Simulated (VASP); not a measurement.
Write the native input for VASP 6.6.1 that does the following.

```yaml
Task: single point
Functional: BLYP
Dispersion: D3(BJ)
Potentials_or_basis: VASP PAW PBE potentials, release 64 (Al, O)
Cutoff: 520 eV
k_mesh: 6 × 3 × 9
Occupations: fermi-dirac, width 0.05 eV
Spin: no spin polarisation
Dipole_correction: no
Further_INCAR_settings: ALGO = Normal; EDIFF = 1e-07; NBANDS = 35
```

The structure of Al2O3 lies in POSCAR:

```
Al2O3
1.0
    4.4108841700      0.0000000000      0.0000000000
    0.0000000000      9.4508768829      0.0000000000
    0.0000000000      0.0000000000      3.0146511102
Al O
4 6
Direct
    1.1548748380      0.8377843865      0.0000000000
   -0.1548748380      0.1622156135      0.0000000000
    0.6548748380      0.6622156135      0.5000000000
    0.3451251620      0.3377843865      0.5000000000
    0.5000000000      0.5000000000      0.5000000000
    0.3583161337      0.7959242875      0.5000000000
    0.1416838663      0.2959242875      0.0000000000
    0.8583161337      0.7040757125      0.0000000000
    0.0000000000      0.0000000000      0.0000000000
    0.6416838663      0.2040757125      0.5000000000
```

These files were run (other wordings do the same):

INCAR

```
PREC = Accurate
ENCUT = 520
EDIFF = 1E-7
ISMEAR = -1
SIGMA = 0.05
LREAL = F
LASPH = T
NELM = 80
ALGO = Normal
ISIF = 2
LWAVE = F
LCHARG = T
GGA = B5
ALDAX = 1.0
AGGAX = 1.0
AGGAC = 1.0
ALDAC = 0.0
IVDW = 12
VDW_S6 = 1.0
VDW_S8 = 2.6996
VDW_A1 = 0.4298
VDW_A2 = 4.2359
LELF = T
LVHAR = T
NBANDS = 35
```

KPOINTS

```
Automatic mesh
0
Gamma
  6 3 9
```

Potentials or basis: VASP PAW PBE potentials, release 64 (Al, O).

Run with:

```sh
$ cat potpaw_PBE.64/Al/POTCAR potpaw_PBE.64/O/POTCAR > POTCAR
$ mpirun -np 1 vasp_std > vasp.out
```

It gave:

| Quantity | Value |
| --- | --- |
| Pressure | 0.7 GPa |
| Largest force | 0.063 eV/Å |
| Band gap on the k mesh | 3.69 eV |
| Dispersion energy per atom | -0.335 eV |

Caveat: the PAW data sets were made with another functional, which shifts forces and pressure a little; an odd mesh through Γ misses points on the zone boundary, where band edges can lie.

Wall time 3.8 min on 1 thread of AMD EPYC 7R43 64-Core Processor (Zen 3), with other jobs on the host, peak memory 0.27 GiB.
